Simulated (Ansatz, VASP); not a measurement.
# One calculation of Cu, two programs

File INCAR:

```
SYSTEM = Cu
PREC = Accurate
ENCUT = 520
EDIFF = 1E-7
ISMEAR = 0
SIGMA = 0.15
LREAL = .False.
LASPH = .True.
NELM = 80
ALGO = Normal
ISIF = 2
LWAVE = .False.
LCHARG = .False.
GGA = PS
NBANDS = 12
```

File KPOINTS:

```
Automatic mesh
0
Gamma
  24 24 24
  0 0 0
```

The input POSCAR:

```
Cu
1.0
   -1.4067234870      1.4067234870      1.3760814500
    1.4067234870     -1.4067234870      1.3760814500
    1.4067234870      1.4067234870     -1.3760814500
Cu
1
Direct
    0.0000000000      0.0000000000      0.0000000000
```

Input for Ansatz:

```yaml
crystal:
  lattice:
    - [-1.406723487, 1.406723487, 1.37608145]
    - [1.406723487, -1.406723487, 1.37608145]
    - [1.406723487, 1.406723487, -1.37608145]
  atoms:
    - { symbol: Cu, position: [0.0, 0.0, 0.0] }
basis:
  ecutwfc: 420
kpoints:
  mp_grid: { grid: [24, 24, 24] }
hamiltonian:
  xc: pbesol
scf:
  occupations: { method: gaussian, width: 0.15 }
output:
  forces: true
  stress: true
  eigenvalues: true
```

Change from the starting cell: strain -0.0250 x Voigt [1, 1, 0, 0, 0, 0], atoms carried along.

Alike in both runs: task single point; functional PBEsol; k mesh 24 × 24 × 24; occupations gaussian, width 0.15 eV; no spin polarisation.

|  | VASP | Ansatz |
| --- | --- | --- |
| version | VASP 6.6.1 | Ansatz 0.2.0 |
| potentials or method | VASP PAW PBE potentials, release 64 (Cu), cutoff 520 eV | scalar-relativistic, plane waves, PAW |
| valence electrons in the cell | 11 | 19 |

```csv
,VASP,Ansatz,Ansatz less VASP
gap on the k mesh at the Fermi level (eV),none,none,-
pressure (GPa),8.4,7.6,-0.72
```

VASP's potentials were made for PBE, not for PBEsol. A gap of «none» marks a metal or a gap that the smearing closes. VASP's potentials hold 11 valence electrons a cell and Ansatz's 19, so a difference there can come from the potentials and not from the codes.
